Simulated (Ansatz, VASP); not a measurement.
# One calculation of Zn3CdTe4, two programs

```
Zn Cd Te
1.0
     6.28757    0.00000    0.00000
     0.00000    6.28757    0.00000
     0.00000    0.00000    6.28757
Zn Cd Te
3 1 4
Cartesian
  3.1438 0.0000 0.0000
  0.0000 0.0000 3.1438
  0.0000 3.1438 0.0000
  3.1438 3.1438 3.1438
  4.7744 1.5132 4.7744
  4.7744 4.7744 1.5132
  1.5132 1.5132 1.5132
  1.5132 4.7744 4.7744
```

Alike in both runs: task single point; functional LDA; k mesh 4 × 4 × 4; occupations gaussian, width 0.02 eV; no spin polarisation.

```csv
,VASP,Ansatz
version,VASP 6.6.1,Ansatz 0.2.0
potentials or method,"VASP PAW LDA potentials, release 64 (Zn, Cd, Te), cutoff 520 eV","scalar-relativistic, plane waves, PAW"
valence electrons in the cell,72,120
```

|  | VASP | Ansatz | Ansatz less VASP |
| --- | --- | --- | --- |
| gap on the k mesh at the Fermi level (eV) | 0.69 | 0.65 | -0.039 |
| least direct gap on the mesh (eV) | 0.69 | 0.65 | -0.039 |
| pressure (GPa) | -3.7 | -3.9 | -0.16 |
| rms of the force components (eV/Å) | 0.006 | 0.010 | +0.0043 |

LDA's correlation is that of Perdew and Zunger in VASP and of Perdew and Wang (1992) in Ansatz. Atom by atom the forces differ by 0.004 eV/Å (rms over components). VASP's potentials hold 72 valence electrons a cell and Ansatz's 120, so a difference there can come from the potentials and not from the codes.

Neither program's run includes spin-orbit coupling.
